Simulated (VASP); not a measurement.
A run of VASP 6.6.1:

The input INCAR:

```
SYSTEM = Rb4O
  PREC = Accurate
  ENCUT = 520
  EDIFF = 1E-6
  ISMEAR = 0
  SIGMA = 0.1
  LREAL = .FALSE.
  LASPH = .TRUE.
  NELM = 60
  ALGO = Normal
  ISIF = 2
  LWAVE = .FALSE.
  LCHARG = .FALSE.
  GGA = PE
  NBANDS = 29
```

File KPOINTS:

```
Automatic mesh
0
G
  6 6 6
  0 0 0
```

File POSCAR:

```
Rb4O
1.0
    6.1706666121      0.0000000000      0.0000000000
    0.0000000000      6.1706666121      0.0000000000
    0.0000000000      0.0000000000      6.1706666121
Rb O
4 1
Direct
    0.0000000000      0.5000000000      0.5000000000
    0.5000000000      0.0000000000      0.5000000000
    0.5000000000      0.5000000000      0.0000000000
    0.0000000000      0.0000000000      0.0000000000
    0.5000000000      0.5000000000      0.5000000000
```

Potentials or basis: VASP PAW PBE potentials, release 64 (Rb_sv, O).

Launch:

```sh
$ cat potpaw_PBE.64/Rb_sv/POTCAR potpaw_PBE.64/O/POTCAR > POTCAR
$ mpirun -np 1 vasp_std > vasp.out
```

Hardware: 1 thread of Intel(R) Xeon(R) Platinum 8559C (Emerald Rapids), on a shared host.

Task: Estimate the wall time of this run.

Result: Wall time 100 s on 1 thread of Intel(R) Xeon(R) Platinum 8559C (Emerald Rapids) (shared host), peak memory 0.36 GiB. Counts: scf iterations 19, k points 20.
